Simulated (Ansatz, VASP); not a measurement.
## One calculation of InP, two programs

```
In P
1.0
     0.00000    2.93050    2.93050
     2.93050    0.00000    2.93050
     2.93050    2.93050    0.00000
In P
1 1
Direct
  0.00000 0.00000 0.00000
  0.75000 0.75000 0.75000
```

Alike in both runs: task single point; functional PBE; k mesh 8 × 8 × 8; occupations gaussian, width 0.05 eV; no spin polarisation.

```csv
,VASP,Ansatz
version,VASP 6.6.1,Ansatz 0.2.0
potentials or method,"VASP PAW PBE potentials, release 64 (In_d, P), cutoff 520 eV","scalar-relativistic, plane waves, PAW"
valence electrons in the cell,18,18
```

|  | VASP | Ansatz | Ansatz less VASP |
| --- | --- | --- | --- |
| gap on the k mesh at the Fermi level (eV) | 0.71 | 0.72 | +0.003 |
| least direct gap on the mesh (eV) | 0.71 | 0.72 | +0.003 |
| pressure (GPa) | 3.3 | 3.3 | +0.05 |
